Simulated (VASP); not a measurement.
# SiNi (NiAs type) (P6_3/mmc) in VASP: further runs, part 2 of 2

VASP 6.6.1.

### 3 Single point, PBE (volume scaled by 0.8)

Contents of INCAR:

```
SYSTEM = SiNi
PREC = Accurate
ENCUT = 520
EDIFF = 1E-6
ISMEAR = -1
SIGMA = 0.1
LREAL = .False.
LASPH = .True.
NELM = 60
ALGO = Normal
ISIF = 2
LWAVE = .False.
LCHARG = .False.
GGA = PE
NBANDS = 22
```

Contents of KPOINTS:

```
Automatic mesh
0
Gamma
  11 11 6
  0 0 0
```

Contents of POSCAR:

```
SiNi
1.0
    3.2376804605      0.0000000000      0.0000000000
   -1.6188402302      2.8039135281      0.0000000000
    0.0000000000      0.0000000000      4.5363790907
Ni Si
2 2
Direct
    0.0000000000      0.0000000000      0.0000000000
    0.0000000000      0.0000000000      0.5000000000
    0.3333333333      0.6666666667      0.2500000000
    0.6666666667      0.3333333333      0.7500000000
```

Potentials or basis: VASP PAW PBE potentials, release 64 (Ni, Si).

Command:

```
$ cat potpaw_PBE.64/Ni/POTCAR potpaw_PBE.64/Si/POTCAR > POTCAR
$ mpirun -np 1 vasp_std > vasp.out
```

OUTCAR:

```text
SYSTEM = SiNi
   PREC = Accurate
   ENCUT = 520
   EDIFF = 1E-6
   ISMEAR = -1
   LREAL = .False.
   LASPH = .True.
   NELM = 60
   ISIF = 2
   GGA = PE

 ion  position               nearest neighbor table
   1  0.000  0.000  0.000-   3 2.19   4 2.19   3 2.19   4 2.19   4 2.19   3 2.19   2 2.27   2 2.27

   2  0.000  0.000  0.500-   3 2.19   4 2.19   3 2.19   4 2.19   4 2.19   3 2.19   1 2.27   1 2.27

   3  0.333  0.667  0.250-   1 2.19   2 2.19   1 2.19   2 2.19   1 2.19   2 2.19   4 2.94   4 2.94
                             4 2.94   4 2.94   4 2.94   4 2.94
   4  0.667  0.333  0.750-   1 2.19   2 2.19   1 2.19   2 2.19   1 2.19   2 2.19   3 2.94   3 2.94
                             3 2.94   3 2.94   3 2.94   3 2.94

  LATTYP: Found a hexagonal cell.
 ALAT       =     3.2376804605
 C/A-ratio  =     1.4011200753

  Lattice vectors:

 A1 = (   3.2376804605,   0.0000000000,   0.0000000000)
 A2 = (  -1.6188402302,   2.8039135281,   0.0000000000)
 A3 = (   0.0000000000,   0.0000000000,   4.5363790907)

Analysis of symmetry for initial positions (statically):
=====================================================================
 Subroutine PRICEL returns:
 Original cell was already a primitive cell.

 Routine SETGRP: Setting up the symmetry group for a
 hexagonal supercell.

 Subroutine GETGRP returns: Found 24 space group operations
 (whereof 12 operations were pure point group operations)
 out of a pool of 24 trial point group operations.

The static configuration has the point symmetry D_3d.
 The point group associated with its full space group is D_6h.

Analysis of symmetry for dynamics (positions and initial velocities):
=====================================================================
 Subroutine PRICEL returns:
 Original cell was already a primitive cell.

 Routine SETGRP: Setting up the symmetry group for a
 hexagonal supercell.

 Subroutine GETGRP returns: Found 24 space group operations
 (whereof 12 operations were pure point group operations)
 out of a pool of 24 trial point group operations.

The dynamic configuration has the point symmetry D_3d.
 The point group associated with its full space group is D_6h.

 Subroutine INISYM returns: Found 24 space group operations
 (whereof 12 operations are pure point group operations),
 and found     1 'primitive' translations

----------------------------------------------------------------------------------------

                                     Primitive cell

  volume of cell :      41.1820

  direct lattice vectors                    reciprocal lattice vectors
     3.237680461  0.000000000  0.000000000     0.308863093  0.178322190  0.000000000
    -1.618840230  2.803913528  0.000000000     0.000000000  0.356644379  0.000000000
     0.000000000  0.000000000  4.536379091     0.000000000  0.000000000  0.220440131

  length of vectors
     3.237680461  3.237680460  4.536379091     0.356644379  0.356644379  0.220440131

  position of ions in fractional coordinates (direct lattice)
     0.000000000  0.000000000  0.000000000
     0.000000000  0.000000000  0.500000000
     0.333333333  0.666666667  0.250000000
     0.666666667  0.333333333  0.750000000

  ion indices of the primitive-cell ions
   primitive index   ion index
                 1           1
                 2           2
                 3           3
                 4           4

----------------------------------------------------------------------------------------

 KPOINTS: Automatic mesh

Automatic generation of k-mesh.
 Grid dimensions read from file:
 generate k-points for:   11   11    6

 Generating k-lattice:

  Cartesian coordinates                     Fractional coordinates (reciprocal lattice)
     0.028078463  0.016211108  0.000000000     0.090909091 -0.000000000  0.000000000
     0.000000000  0.032422216  0.000000000     0.000000000  0.090909091  0.000000000
     0.000000000  0.000000000  0.036740022     0.000000000  0.000000000  0.166666667

  Length of vectors
     0.032422216  0.032422216  0.036740022

  Shift w.r.t. Gamma in fractional coordinates (k-lattice)
     0.000000000  0.000000000  0.000000000

 Subroutine IBZKPT returns following result:
 ===========================================

 Found     64 irreducible k-points:

 Following reciprocal coordinates:
            Coordinates               Weight
  0.000000  0.000000  0.000000      1.000000
  0.090909  0.000000  0.000000      6.000000
  0.181818  0.000000  0.000000      6.000000
  0.272727  0.000000  0.000000      6.000000
  0.363636  0.000000  0.000000      6.000000
  0.454545  0.000000  0.000000      6.000000
[... 16 lines left out ...]
  0.090909  0.090909  0.166667     12.000000
  0.181818  0.090909  0.166667     24.000000
 [... further k-points ...]
   k-points           NKPTS =     64   k-points in BZ     NKDIM =     64   number of bands    NBANDS=     22
   number of dos      NEDOS =    301   number of ions     NIONS =      4
   total plane-waves  NPLWV =  20736
   dimension x,y,z NGX =    24 NGY =   24 NGZ =   36
   dimension x,y,z NGXF=    48 NGYF=   48 NGZF=   72
   ions per type =               2   2
   NGX,Y,Z   is equivalent  to a cutoff of  12.32, 12.32, 13.19 a.u.
   NGXF,Y,Z  is equivalent  to a cutoff of  24.65, 24.65, 26.39 a.u.
 SYSTEM =  SiNi
   PREC   = accura    normal or accurate (medium, high low for compatibility)
   ISTART =      0    job   : 0-new  1-cont  2-samecut
   ICHARG =      2    charge: 1-file 2-atom 10-const
   ISPIN  =      1    spin polarized calculation?
   LNONCOLLINEAR =      F non collinear calculations
   LSORBIT =      F    spin-orbit coupling
   LASPH  =      T    aspherical Exc in radial PAW
   ENCUT  =  520.0 eV  38.22 Ry    6.18 a.u.   6.02  6.02  8.43*2*pi/ulx,y,z
   NELM   =     60;   NELMIN=  2; NELMDL= -5     # of ELM steps
   EDIFF  = 0.1E-05   stopping-criterion for ELM
   LREAL  =      F    real-space projection
   EDIFFG = 0.1E-04   stopping-criterion for IOM
   NSW    =      0    number of steps for IOM
   IBRION =     -1    ionic relax: 0-MD 1-quasi-New 2-CG
   NFREE  =      0    steps in history (QN), initial steepest desc. (CG)
   ISIF   =      2    stress and relaxation
   ISYM   =      2    0-nonsym 1-usesym 2-fastsym
   POTIM  = 0.5000    time-step for ionic-motion
   TEBEG  =    0.0;   TEEND  =   0.0 temperature during run
   PSTRESS=    0.0 pullay stress
   NELECT =      28.0000    total number of electrons
   NUPDOWN=      -1.0000    fix difference up-down
   EMIN   =  10.00;   EMAX   =-10.00  energy-range for DOS
   EFERMI =   0.00;   METHOD = LEGACY
   ISMEAR =    -1;   SIGMA  =   0.10  broadening in eV -4-tet -1-fermi 0-gaus
   EFERMI_NEDOS =   21; number of points for ismear=-14 and -15
   IALGO  =     38    algorithm
   IMIX   =      4    mixing-type and parameters
     AMIX     =   0.40;   BMIX     =  1.00
     AMIX_MAG =   1.60;   BMIX_MAG =  1.00
  volume/ion in A,a.u.               =      10.30        69.48
  Fermi-wavevector in a.u.,A,eV,Ry     =   1.439544  2.720343 28.195165  2.072286
  Thomas-Fermi vector in A             =   2.558388
   LORBIT       =      0    0 simple, 1 ext, 2 COOP (PROOUT), +10 PAW based schemes
   GGA     = PE    functional components
   LHFCALC =     F    Hartree Fock is set to
   AEXX    =    0.0000 exact exchange contribution
   IVDW    =     0    specifies the selected vdW correction
   LEPSILON=     F    determine dielectric tensor
   LRPA    =     F    only Hartree local field effects (RPA)
 non-spin polarized calculation
  energy-cutoff  :      520.00
  volume of cell :       41.18
 maximum number of plane-waves:      1128
   NGX = 13   NGY = 13   NGZ = 17

 number of electron      27.9999970 magnetization

 Free energy of the ion-electron system (eV)
  ---------------------------------------------------
  ext. energy  EPLUGINS =         0.00000000
  ---------------------------------------------------
  free energy    TOTEN  =       -21.86807618 eV

  energy without entropy =      -21.82173511  energy(sigma->0) =      -21.84490564

 E-fermi :  12.7164     XC(G=0): -12.9907

 val. band max:       12.6791524203   @ k =   0.1818   0.1818   0.5000
 cond. band min:      12.7358156901   @ k =   0.1818   0.0909   0.0000
 fundamental gap:      0.0566632699
 Fermi energy:        12.7163858411

 k-point     1 :       0.0000    0.0000    0.0000
  band No.  band energies     occupation
      1      -1.3416      2.00000
      2       5.1290      2.00000
      3       5.3268      2.00000
      4       7.4552      2.00000
      5       7.4552      2.00000
      6       7.6334      2.00000
[... 574 lines left out ...]
      6       7.7380      2.00000
[... 14 lines left out ...]
     21      22.2189      0.00000
     22      22.5054      0.00000

 [... further k-points ...]
[... 5 lines left out ...]
  --------------------------------------------------------------------------------------
  -------------------------------------------------------------------------------------
  Total       15.3616169     15.3616169     15.4106743      0.0000000      0.0000000      0.0000000
  in kB      597.6398830    597.6398830    599.5484482      0.0000000      0.0000000      0.0000000
  external PRESSURE =     598.2760714 kB  Pullay stress =       0.0000000 kB

 VOLUME and BASIS-vectors are now :
 -----------------------------------------------------------------------------
  energy-cutoff  :      520.00
  volume of cell :       41.18
      direct lattice vectors                 reciprocal lattice vectors
     3.237680461  0.000000000  0.000000000     0.308863093  0.178322190  0.000000000
    -1.618840230  2.803913528  0.000000000     0.000000000  0.356644379  0.000000000
     0.000000000  0.000000000  4.536379091     0.000000000  0.000000000  0.220440131

 POSITION                                       TOTAL-FORCE (eV/Angst)
 -----------------------------------------------------------------------------------
      0.00000      0.00000      0.00000         0.000000      0.000000     -0.000000
      0.00000      0.00000      2.26819         0.000000      0.000000     -0.000000
     -0.00000      1.86928      1.13409        -0.000000      0.000000      0.000000
      1.61884      0.93464      3.40228         0.000000     -0.000000     -0.000000
 -----------------------------------------------------------------------------------
    total drift:                               -0.000000      0.000000      0.000000

  FREE ENERGIE OF THE ION-ELECTRON SYSTEM (eV)
  ---------------------------------------------------
  free  energy   TOTEN  =       -21.8680761754 eV

  energy  without entropy=      -21.8217351051  energy(sigma->0) =      -21.84490564
```

OSZICAR:

```text
N       E                     dE             d eps       ncg     rms          rms(c)
DAV:   1     0.151573499318E+03    0.15157E+03   -0.12594E+04  2888   0.153E+03
DAV:   2    -0.163176576973E+02   -0.16789E+03   -0.15850E+03  2888   0.295E+02
DAV:   3    -0.250653858695E+02   -0.87477E+01   -0.85795E+01  3360   0.803E+01
DAV:   4    -0.252544159627E+02   -0.18903E+00   -0.18881E+00  3284   0.109E+01
DAV:   5    -0.252606848276E+02   -0.62689E-02   -0.62683E-02  3522   0.207E+00    0.226E+01
DAV:   6    -0.271571059082E+02   -0.18964E+01   -0.40641E+01  3228   0.133E+02    0.197E+01
DAV:   7    -0.219096418077E+02    0.52475E+01   -0.16977E+01  3214   0.853E+01    0.484E+00
DAV:   8    -0.219250994721E+02   -0.15458E-01   -0.91954E-01  3300   0.608E+00    0.265E+00
DAV:   9    -0.218686438421E+02    0.56456E-01   -0.94937E-02  3330   0.643E+00    0.430E-01
DAV:  10    -0.218681174944E+02    0.52635E-03   -0.85043E-03  3316   0.681E-01    0.140E-01
DAV:  11    -0.218680929002E+02    0.24594E-04   -0.30464E-04  4490   0.255E-01    0.642E-02
DAV:  12    -0.218680769868E+02    0.15913E-04   -0.25789E-05  3280   0.405E-02    0.274E-02
DAV:  13    -0.218680761754E+02    0.81142E-06   -0.23694E-06  2860   0.203E-02
   1 F= -.21868076E+02 E0= -.21844906E+02  d E =-.463411E-01
```

stdout:

```text
POSCAR found type information on POSCAR NiSi
 POSCAR found :  2 types and       4 ions
 scaLAPACK will be used
 LDA part: xc-table for (Slater+PW92), standard interpolation
 POSCAR, INCAR and KPOINTS ok, starting setup
 FFT: planning ... GRIDC
 FFT: planning ... GRID_SOFT
 FFT: planning ... GRID
 WAVECAR not read
 entering main loop
```

Run time: 28 s. Hardware: 1 thread of AMD EPYC 9R45 (Zen 5), shared host; peak memory 0.15 GiB.

What came out:

```yaml
Free_energy: -21.8681 eV
Pressure: 59.8 GPa
Band_gap_on_the_k_mesh: zero (band 14 reaches 17.10 eV, above the bottom of band 15 at 11.00 eV)
```

Stress tensor (GPa, compression positive):
```
59.76  0.00  0.00
 0.00 59.76  0.00
 0.00  0.00 59.95
```

### 4 Single point, PBE (volume scaled by 0.88)

Contents of INCAR:

```
SYSTEM = SiNi
ALGO = Normal ; EDIFF = 1E-6
ENCUT = 520 ; GGA = PE
ISIF = 2 ; ISMEAR = -1
LASPH = .TRUE. ; LCHARG = .TRUE.
LELF = .TRUE. ; LREAL = .FALSE.
LVHAR = .TRUE. ; LWAVE = .FALSE.
NBANDS = 22 ; NELM = 60
PREC = Accurate ; SIGMA = 0.1
```

Contents of KPOINTS:

```
k-points
0
G
  11 11 6
  0 0 0
```

Contents of POSCAR:

```
SiNi
1.0
    3.3530417022      0.0000000000      0.0000000000
   -1.6765208511      2.9038192940      0.0000000000
    0.0000000000      0.0000000000      4.6525610875
Ni Si
2 2
Direct
    0.0000000000      0.0000000000      0.0000000000
    0.0000000000      0.0000000000      0.5000000000
    0.3333333333      0.6666666667      0.2500000000
    0.6666666667      0.3333333333      0.7500000000
```

Command:

```
$ cat potpaw_PBE.64/Ni/POTCAR potpaw_PBE.64/Si/POTCAR > POTCAR
$ mpirun -np 1 vasp_std > vasp.out
```

Run time: 42 s. Hardware: 1 thread of AMD EPYC 9R45 (Zen 5), shared host; peak memory 0.17 GiB.

The run converged. Its results:

```
Free energy            : -22.9621 eV
Pressure               : 27.6 GPa
Band gap on the k mesh : zero (band 14 reaches 15.14 eV, above the bottom of band 15 at 9.56 eV)
```

Stress tensor (GPa, compression positive):
```
27.50  0.00  0.00
 0.00 27.50  0.00
 0.00  0.00 27.79
```

Levels at points of the mesh, in eV from the Fermi level:
| k point | band 12 | band 13 | band 14 | band 15 | band 16 | band 17 |
| --- | --- | --- | --- | --- | --- | --- |
| (0.00, 0.00, 0.00) | -1.77 | 0.36 | 2.68 | 2.68 | 5.29 | 5.29 |
| (0.00, 0.00, 0.50) | -2.94 | 2.70 | 2.70 | 4.88 | 4.88 | 4.88 |

 Spin polarisation is off, so any magnetic state and its effect on volume and gap are missing.

### 5 Overview

```tsv
cell	gap on the mesh (eV)	pressure (GPa)
a = 3.113, b = 3.113, c = 4.417 Å, angles 90.0, 90.0, 120.0°, 4 atoms	none	111.1
a = 3.238, b = 3.238, c = 4.536 Å, angles 90.0, 90.0, 120.0°, 4 atoms	none	59.8
a = 3.353, b = 3.353, c = 4.653 Å, angles 90.0, 90.0, 120.0°, 4 atoms	none	27.6
```

Alike in all rows: task single point; level PBE; potentials or basis VASP PAW PBE potentials, release 64 (Ni, Si); no spin polarisation; k mesh 11 × 11 × 6; cutoff (eV) 520; smearing fermi-dirac 0.1 eV.

Absolute energies hang on the potentials; compare differences alone.
